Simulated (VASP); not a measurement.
# Cl (P6/mmm) in VASP: notebook

Runs on Cl. Level: PBEsol. Tasks: single point, relaxation of cell and atoms.

All numbers are computed with VASP 6.6.1; they aren't measurements. Logs are shortened: lines on timing, memory, paths and dates and some standing lists are left out, and cuts for length are marked.

**1. The cell of the first run**

The structure is hexagonal, space group P6/mmm (No. 191). Conventional cell: a = 3.294 Å, b = 3.294 Å, c = 3.077 Å, α = 90.00°, β = 90.00°, γ = 120.00°. Cl (site symmetry 6/mmm) has 8 Cl at 3.08 to 3.29 Å within 4.1 Å.

**2. Single point, PBEsol**

Contents of INCAR:

```
PREC     = Accurate       # precision mode
ENCUT    = 500            # plane-wave cutoff, eV
EDIFF    = 1E-6           # SCF threshold, eV
ISMEAR   = 0              # smearing method
SIGMA    = 0.1            # smearing width, eV
LREAL    = False          # projectors in reciprocal space
LASPH    = True           # aspherical terms in the spheres
NELM     = 120            # most SCF steps
ALGO     = Normal         # electronic algorithm
ISIF     = 2              # what is computed and relaxed
LWAVE    = False          # write WAVECAR
LCHARG   = False          # write CHGCAR
GGA      = PS             # functional
NBANDS   = 10             # bands
GGA_COMPAT= False
```

Contents of KPOINTS:

```
Automatic mesh
0
Gamma
  6 6 6
```

Contents of POSCAR:

```
Cl
1.0
    3.2936102132      0.0000000000      0.0000000000
   -1.6468051066      2.8523501148      0.0000000000
    0.0000000000      0.0000000000      3.0774670430
Cl
1
Direct
    0.0000000000      0.0000000000      0.0000000000
```

Potentials or basis: VASP PAW PBE potentials, release 64 (Cl).

The run is started by

```sh
> cat potpaw_PBE.64/Cl/POTCAR > POTCAR
> mpirun -np 1 vasp_std > vasp.out
```

OUTCAR:

```text
PREC = Accurate
   ENCUT = 500
   EDIFF = 1E-6
   ISMEAR = 0
   LREAL = False
   LASPH = True
   NELM = 120
   ISIF = 2
   GGA = PS

 ion  position               nearest neighbor table
   1  0.000  0.000  0.000-

  LATTYP: Found a hexagonal cell.
 ALAT       =     3.2936102132
 C/A-ratio  =     0.9343750000

  Lattice vectors:

 A1 = (   3.2936102132,   0.0000000000,   0.0000000000)
 A2 = (  -1.6468051066,   2.8523501148,   0.0000000000)
 A3 = (   0.0000000000,   0.0000000000,   3.0774670430)

Analysis of symmetry for initial positions (statically):
=====================================================================
 Subroutine PRICEL returns:
 Original cell was already a primitive cell.

 Routine SETGRP: Setting up the symmetry group for a
 hexagonal supercell.

 Subroutine GETGRP returns: Found 24 space group operations
 (whereof 24 operations were pure point group operations)
 out of a pool of 24 trial point group operations.

The static configuration has the point symmetry D_6h.

Analysis of symmetry for dynamics (positions and initial velocities):
=====================================================================
 Subroutine PRICEL returns:
 Original cell was already a primitive cell.

 Routine SETGRP: Setting up the symmetry group for a
 hexagonal supercell.

 Subroutine GETGRP returns: Found 24 space group operations
 (whereof 24 operations were pure point group operations)
 out of a pool of 24 trial point group operations.

The dynamic configuration has the point symmetry D_6h.

 Subroutine INISYM returns: Found 24 space group operations
 (whereof 24 operations are pure point group operations),
 and found     1 'primitive' translations

----------------------------------------------------------------------------------------

                                     Primitive cell

  volume of cell :      28.9114

  direct lattice vectors                    reciprocal lattice vectors
     3.293610213  0.000000000  0.000000000     0.303618199  0.175294049  0.000000000
    -1.646805107  2.852350115  0.000000000     0.000000000  0.350588097  0.000000000
     0.000000000  0.000000000  3.077467043     0.000000000  0.000000000  0.324942554

  length of vectors
     3.293610213  3.293610213  3.077467043     0.350588097  0.350588097  0.324942554

  position of ions in fractional coordinates (direct lattice)
     0.000000000  0.000000000  0.000000000

  ion indices of the primitive-cell ions
   primitive index   ion index
                 1           1

----------------------------------------------------------------------------------------

 KPOINTS: Automatic mesh

Automatic generation of k-mesh.
 Grid dimensions read from file:
 generate k-points for:    6    6    6

 Generating k-lattice:

  Cartesian coordinates                     Fractional coordinates (reciprocal lattice)
     0.050603033  0.029215675  0.000000000     0.166666667  0.000000000  0.000000000
     0.000000000  0.058431350  0.000000000     0.000000000  0.166666667  0.000000000
     0.000000000  0.000000000  0.054157092     0.000000000  0.000000000  0.166666667

  Length of vectors
     0.058431350  0.058431350  0.054157092

  Shift w.r.t. Gamma in fractional coordinates (k-lattice)
     0.000000000  0.000000000  0.000000000

 Subroutine IBZKPT returns following result:
 ===========================================

 Found     28 irreducible k-points:

 Following reciprocal coordinates:
            Coordinates               Weight
  0.000000  0.000000  0.000000      1.000000
  0.166667  0.000000  0.000000      6.000000
  0.333333  0.000000  0.000000      6.000000
  0.500000  0.000000  0.000000      3.000000
  0.166667  0.166667  0.000000      6.000000
  0.333333  0.166667  0.000000     12.000000
[... 16 lines left out ...]
  0.166667  0.000000  0.500000      6.000000
  0.333333  0.000000  0.500000      6.000000
 [... further k-points ...]
   k-points           NKPTS =     28   k-points in BZ     NKDIM =     28   number of bands    NBANDS=     10
   number of dos      NEDOS =    301   number of ions     NIONS =      1
   total plane-waves  NPLWV =  13824
   dimension x,y,z NGX =    24 NGY =   24 NGZ =   24
   dimension x,y,z NGXF=    48 NGYF=   48 NGZF=   48
   ions per type =               1
   NGX,Y,Z   is equivalent  to a cutoff of  12.11, 12.11, 12.96 a.u.
   NGXF,Y,Z  is equivalent  to a cutoff of  24.23, 24.23, 25.93 a.u.
 SYSTEM =  unknown system
   PREC   = accura    normal or accurate (medium, high low for compatibility)
   ISTART =      0    job   : 0-new  1-cont  2-samecut
   ICHARG =      2    charge: 1-file 2-atom 10-const
   ISPIN  =      1    spin polarized calculation?
   LNONCOLLINEAR =      F non collinear calculations
   LSORBIT =      F    spin-orbit coupling
   LASPH  =      T    aspherical Exc in radial PAW
   ENCUT  =  500.0 eV  36.75 Ry    6.06 a.u.   6.01  6.01  5.61*2*pi/ulx,y,z
   NELM   =    120;   NELMIN=  2; NELMDL= -5     # of ELM steps
   EDIFF  = 0.1E-05   stopping-criterion for ELM
   LREAL  =      F    real-space projection
   EDIFFG = 0.1E-04   stopping-criterion for IOM
   NSW    =      0    number of steps for IOM
   IBRION =     -1    ionic relax: 0-MD 1-quasi-New 2-CG
   NFREE  =      0    steps in history (QN), initial steepest desc. (CG)
   ISIF   =      2    stress and relaxation
   ISYM   =      2    0-nonsym 1-usesym 2-fastsym
   POTIM  = 0.5000    time-step for ionic-motion
   TEBEG  =    0.0;   TEEND  =   0.0 temperature during run
   PSTRESS=    0.0 pullay stress
   NELECT =       7.0000    total number of electrons
   NUPDOWN=      -1.0000    fix difference up-down
   EMIN   =  10.00;   EMAX   =-10.00  energy-range for DOS
   EFERMI =   0.00;   METHOD = LEGACY
   ISMEAR =     0;   SIGMA  =   0.10  broadening in eV -4-tet -1-fermi 0-gaus
   EFERMI_NEDOS =   21; number of points for ismear=-14 and -15
   IALGO  =     38    algorithm
   IMIX   =      4    mixing-type and parameters
     AMIX     =   0.40;   BMIX     =  1.00
     AMIX_MAG =   1.60;   BMIX_MAG =  1.00
  volume/ion in A,a.u.               =      28.91       195.10
  Fermi-wavevector in a.u.,A,eV,Ry     =   1.020355  1.928192 14.165361  1.041125
  Thomas-Fermi vector in A             =   2.153920
   LORBIT       =      0    0 simple, 1 ext, 2 COOP (PROOUT), +10 PAW based schemes
   GGA     = PS    functional components
   LHFCALC =     F    Hartree Fock is set to
   AEXX    =    0.0000 exact exchange contribution
   IVDW    =     0    specifies the selected vdW correction
   LEPSILON=     F    determine dielectric tensor
   LRPA    =     F    only Hartree local field effects (RPA)
 non-spin polarized calculation
 Gauss-broadening in eV      SIGMA  =   0.10
  energy-cutoff  :      500.00
  volume of cell :       28.91
 maximum number of plane-waves:       756
   NGX = 13   NGY = 13   NGZ = 11

 number of electron       7.0000003 magnetization

 Free energy of the ion-electron system (eV)
  ---------------------------------------------------
  ext. energy  EPLUGINS =         0.00000000
  ---------------------------------------------------
  free energy    TOTEN  =        -1.12356855 eV

  energy without entropy =       -1.11355429  energy(sigma->0) =       -1.11856142

 E-fermi :  -1.2004     XC(G=0):  -8.2391

 val. band max:       -1.2512354476   @ k =   0.3333   0.3333   0.1667
 cond. band min:      -1.1826086974   @ k =   0.5000   0.0000   0.5000
 fundamental gap:      0.0686267502
 Fermi energy:        -1.2004400216

 k-point     1 :       0.0000    0.0000    0.0000
  band No.  band energies     occupation
      1     -15.2232      2.00000
      2      -0.9239      0.00009
      3      -0.9239      0.00009
      4      -0.8895      0.00001
      5       6.6553      0.00000
      6      10.0045      0.00000
      7      12.6585      0.00000
      8      12.6585      0.00000
      9      17.9238      0.00000
     10      18.8959      0.00000

 k-point     2 :       0.1667    0.0000    0.0000
  band No.  band energies     occupation
      1     -15.0508      2.00000
      2      -1.9108      2.00000
      3      -1.1176      0.24138
      4      -0.7845      0.00000
      5       7.5843      0.00000
      6      10.4609      0.00000
      7      11.5018      0.00000
      8      13.6387      0.00000
      9      16.9646      0.00000
     10      18.6133      0.00000

 k-point     3 :       0.3333    0.0000    0.0000
  band No.  band energies     occupation
      1     -14.6706      2.00000
      2      -3.4974      2.00000
      3      -1.4708      1.99987
      4      -0.5638      0.00000
      5       8.3859      0.00000
      6      10.2994      0.00000
      7      12.4580      0.00000
      8      15.0431      0.00000
      9      16.2277      0.00000
     10      18.1182      0.00000

 k-point     4 :       0.5000    0.0000    0.0000
  band No.  band energies     occupation
      1     -14.4584      2.00000
      2      -4.1971      2.00000
      3      -1.6332      2.00000
      4      -0.4473      0.00000
      5       8.1242      0.00000
      6      11.2433      0.00000
      7      12.5032      0.00000
      8      14.3302      0.00000
      9      17.8976      0.00000
     10      19.0898      0.00000
[... 222 lines left out ...]
 k-point    22 :       0.0000    0.0000    0.5000
  band No.  band energies     occupation
      1     -14.5462      2.00000
      2      -4.3781      2.00000
      3      -0.5518      0.00000
      4      -0.5518      0.00000
      5      10.0086      0.00000
      6      11.3756      0.00000
      7      13.9246      0.00000
      8      13.9246      0.00000
      9      14.6003      0.00000
     10      14.6003      0.00000

 k-point    23 :       0.1667    0.0000    0.5000
  band No.  band energies     occupation
      1     -14.3886      2.00000
      2      -4.1706      2.00000
      3      -1.3746      1.98623
      4      -0.7222      0.00000
      5       9.8071      0.00000
      6      11.0247      0.00000
      7      13.1001      0.00000
      8      13.9955      0.00000
      9      14.8869      0.00000
     10      15.5243      0.00000

 k-point    24 :       0.3333    0.0000    0.5000
  band No.  band energies     occupation
      1     -14.0442      2.00000
      2      -3.7056      2.00000
      3      -2.7730      2.00000
      4      -1.0366      0.02050
      5       7.7856      0.00000
      6      10.6321      0.00000
      7      13.1070      0.00000
      8      14.9753      0.00000
      9      15.2274      0.00000
     10      17.4233      0.00000

 [... further k-points ...]

------------------------ aborting loop because EDIFF is reached ----------------------------------------

  FORCE on cell =-STRESS in cart. coord.  units (eV):
  Direction    XX          YY          ZZ          XY          YZ          ZX
  --------------------------------------------------------------------------------------
  -------------------------------------------------------------------------------------
  Total       -0.9781143     -0.9781143     -1.4992675      0.0000000     -0.0000000      0.0000000
  in kB      -54.2040504    -54.2040504    -83.0847401      0.0000000     -0.0000000      0.0000000
  external PRESSURE =     -63.8309470 kB  Pullay stress =       0.0000000 kB

 VOLUME and BASIS-vectors are now :
 -----------------------------------------------------------------------------
  energy-cutoff  :      500.00
  volume of cell :       28.91
      direct lattice vectors                 reciprocal lattice vectors
     3.293610213  0.000000000  0.000000000     0.303618199  0.175294049  0.000000000
    -1.646805107  2.852350115  0.000000000     0.000000000  0.350588097  0.000000000
     0.000000000  0.000000000  3.077467043     0.000000000  0.000000000  0.324942554

 POSITION                                       TOTAL-FORCE (eV/Angst)
 -----------------------------------------------------------------------------------
      0.00000      0.00000      0.00000         0.000000      0.000000      0.000000
 -----------------------------------------------------------------------------------
    total drift:                                0.000000      0.000000      0.000000

  FREE ENERGIE OF THE ION-ELECTRON SYSTEM (eV)
  ---------------------------------------------------
  free  energy   TOTEN  =        -1.1235685511 eV

  energy  without entropy=       -1.1135542854  energy(sigma->0) =       -1.11856142
```

Run time: 9.7 s. Hardware: 1 thread of AMD EPYC 7R13, shared host; peak memory 0.1 GiB.

What came out:

```
Free energy            : -1.1236 eV
Pressure               : -6.4 GPa
Band gap on the k mesh : zero (an odd number of electrons rules out a gap without spin polarisation)
```

Stress tensor (GPa, compression positive):
```
-5.42  0.00  0.00
 0.00 -5.42  0.00
 0.00  0.00 -8.31
```

Caveat: the k points lie up to 0.37 Å⁻¹ apart, too coarse for converged energies and pressures of a metal; the PAW data sets were made with another functional, which shifts forces and pressure a little; an odd number of electrons without spin polarisation forces a metal; a magnetic or distorted state may lie lower.

**3. Single point, PBEsol**

This run uses another cell than the first one, of 32.45 Å³/atom.

Contents of INCAR:

```
SYSTEM = Cl
PREC = Accurate ; ENCUT = 500
EDIFF = 1E-6 ; ISMEAR = 0
SIGMA = 0.1 ; LREAL = .FALSE.
LASPH = .TRUE. ; NELM = 120
ALGO = Normal ; ISIF = 2
LWAVE = .FALSE. ; LCHARG = .FALSE.
GGA = PS ; NBANDS = 10
GGA_COMPAT = .FALSE.
```

Contents of KPOINTS:

```
regular mesh
0
G
  6 6 6
  0 0 0
```

Contents of POSCAR:

```
Cl
1.0
    4.1093344361      0.0000000000      0.0000000000
   -2.0546672180      3.5587880143      0.0000000000
    0.0000000000      0.0000000000      2.2186495178
Cl
1
Direct
    0.0000000000      0.0000000000      0.0000000000
```

Potentials or basis: VASP PAW PBE potentials, release 64 (Cl).

The run is started by

```sh
> cat potpaw_PBE.64/Cl/POTCAR > POTCAR
> mpirun -np 1 vasp_std > vasp.out
```

OUTCAR:

```text
SYSTEM = Cl
   PREC = Accurate
   ENCUT = 500
   EDIFF = 1E-6
   ISMEAR = 0
   LREAL = .FALSE.
   LASPH = .TRUE.
   NELM = 120
   ISIF = 2
   GGA = PS

 ion  position               nearest neighbor table
   1  0.000  0.000  0.000-

  LATTYP: Found a hexagonal cell.
 ALAT       =     4.1093344361
 C/A-ratio  =     0.5399048319

  Lattice vectors:

 A1 = (   4.1093344361,   0.0000000000,   0.0000000000)
 A2 = (  -2.0546672180,   3.5587880143,   0.0000000000)
 A3 = (   0.0000000000,   0.0000000000,   2.2186495178)

Analysis of symmetry for initial positions (statically):
=====================================================================
 Subroutine PRICEL returns:
 Original cell was already a primitive cell.

 Routine SETGRP: Setting up the symmetry group for a
 hexagonal supercell.

 Subroutine GETGRP returns: Found 24 space group operations
 (whereof 24 operations were pure point group operations)
 out of a pool of 24 trial point group operations.

The static configuration has the point symmetry D_6h.

Analysis of symmetry for dynamics (positions and initial velocities):
=====================================================================
 Subroutine PRICEL returns:
 Original cell was already a primitive cell.

 Routine SETGRP: Setting up the symmetry group for a
 hexagonal supercell.

 Subroutine GETGRP returns: Found 24 space group operations
 (whereof 24 operations were pure point group operations)
 out of a pool of 24 trial point group operations.

The dynamic configuration has the point symmetry D_6h.

 Subroutine INISYM returns: Found 24 space group operations
 (whereof 24 operations are pure point group operations),
 and found     1 'primitive' translations

----------------------------------------------------------------------------------------

                                     Primitive cell
[... 112 lines left out ...]
  Thomas-Fermi vector in A             =   2.112908
   LORBIT       =      0    0 simple, 1 ext, 2 COOP (PROOUT), +10 PAW based schemes
   GGA     = PS    functional components
   LHFCALC =     F    Hartree Fock is set to
   AEXX    =    0.0000 exact exchange contribution
   IVDW    =     0    specifies the selected vdW correction
   LEPSILON=     F    determine dielectric tensor
   LRPA    =     F    only Hartree local field effects (RPA)
 non-spin polarized calculation
 Gauss-broadening in eV      SIGMA  =   0.10
  energy-cutoff  :      500.00
  volume of cell :       32.45
 maximum number of plane-waves:       842
 NGX is ok and might be reduce to    30
   NGX = 15   NGY = 15   NGZ =  9

 number of electron       7.0000003 magnetization

 Free energy of the ion-electron system (eV)
  ---------------------------------------------------
  ext. energy  EPLUGINS =         0.00000000
  ---------------------------------------------------
  free energy    TOTEN  =        -1.83099147 eV

  energy without entropy =       -1.83099147  energy(sigma->0) =       -1.83099147

 E-fermi :  -0.5024     XC(G=0):  -7.2075

 val. band max:       -0.9415676011   @ k =   0.0000   0.0000   0.5000
 cond. band min:       0.1354280670   @ k =   0.0000   0.0000   0.1667
 fundamental gap:      1.0769956681
 Fermi energy:        -0.5024127092

 k-point     1 :       0.0000    0.0000    0.0000
  band No.  band energies     occupation
      1     -17.8698      2.00000
      2      -4.1361      2.00000
      3      -4.1361      2.00000
      4       4.0706      0.00000
      5       4.2285      0.00000
      6       9.1641      0.00000
      7       9.1641      0.00000
      8      13.2939      0.00000
      9      13.7245      0.00000
     10      22.1261      0.00000
[... 287 lines left out ...]
 k-point    24 :       0.3333    0.0000    0.5000
  band No.  band energies     occupation
      1     -12.9884      2.00000
      2      -8.7395      2.00000
      3      -1.3383      2.00000
      4      -1.0311      2.00000
      5       7.4079      0.00000
      6       8.8139      0.00000
      7      12.6083      0.00000
      8      14.2726      0.00000
      9      14.3689      0.00000
     10      16.2295      0.00000

 [... further k-points ...]

------------------------ aborting loop because EDIFF is reached ----------------------------------------

  FORCE on cell =-STRESS in cart. coord.  units (eV):
  Direction    XX          YY          ZZ          XY          YZ          ZX
  --------------------------------------------------------------------------------------
  -------------------------------------------------------------------------------------
  Total       -0.0059195     -0.0059195     -0.0498511     -0.0000000     -0.0000000     -0.0000000
  in kB       -0.2923051     -0.2923051     -2.4616296     -0.0000000     -0.0000000     -0.0000000
  external PRESSURE =      -1.0154133 kB  Pullay stress =       0.0000000 kB

 VOLUME and BASIS-vectors are now :
 -----------------------------------------------------------------------------
  energy-cutoff  :      500.00
  volume of cell :       32.45
      direct lattice vectors                 reciprocal lattice vectors
     4.109334436  0.000000000  0.000000000     0.243348410  0.140497270  0.000000000
    -2.054667218  3.558788014  0.000000000     0.000000000  0.280994540  0.000000000
     0.000000000  0.000000000  2.218649518     0.000000000  0.000000000  0.450724638

 POSITION                                       TOTAL-FORCE (eV/Angst)
 -----------------------------------------------------------------------------------
      0.00000      0.00000      0.00000         0.000000      0.000000      0.000000
 -----------------------------------------------------------------------------------
    total drift:                               -0.000000      0.000000      0.000000

  FREE ENERGIE OF THE ION-ELECTRON SYSTEM (eV)
  ---------------------------------------------------
  free  energy   TOTEN  =        -1.8309914723 eV

  energy  without entropy=       -1.8309914723  energy(sigma->0) =       -1.83099147
```

Wall time 9.8 s (1 thread of AMD EPYC 7R13, shared host); peak memory 0.1 GiB.

Results:

| Quantity | Value |
| --- | --- |
| Free energy | -1.8310 eV |
| Pressure | -0.1 GPa |
| Band gap on the k mesh | zero (an odd number of electrons rules out a gap without spin polarisation) |

Stress tensor (GPa, compression positive):
```
-0.03  0.00  0.00
 0.00 -0.03  0.00
 0.00  0.00 -0.25
```

Caveat: the k points lie up to 0.47 Å⁻¹ apart, too coarse for converged energies and pressures of a metal; the PAW data sets were made with another functional, which shifts forces and pressure a little; an odd number of electrons without spin polarisation forces a metal; a magnetic or distorted state may lie lower.

(Part 1 of 2 ends here.)
